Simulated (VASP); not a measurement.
The system is InP.

```
In P
1.0
     0.00000    2.85500    2.85500
     2.85500    0.00000    2.85500
     2.85500    2.85500    0.00000
In P
1 1
Direct
  0.00000 0.00000 0.00000
  0.50000 0.50000 0.50000
```

Base run:

```yaml
Program: VASP 6.6.1
Functional: PBE
Potentials_or_basis: VASP PAW PBE potentials, release 64 (In_d, P)
Cutoff: 500 eV
k_mesh: 8 × 8 × 8
Occupations: gaussian, width 0.05 eV
Spin: no spin polarisation
```

Its results: band gap on the k mesh zero (band 9 reaches 6.24 eV, above the bottom of band 10 at 3.93 eV); pressure -5.4 GPa.

The run is repeated on the same cell with these changes: functional from PBE to LDA; potentials or basis from VASP PAW PBE potentials, release 64 (In_d, P) to VASP PAW LDA potentials, release 64 (In_d, P). What comes out?

Band gap on the k mesh zero (band 9 reaches 6.05 eV, above the bottom of band 10 at 3.71 eV); pressure -9.6 GPa.

Caveats: spin-orbit coupling is left out, which moves the levels of the heavy elements.
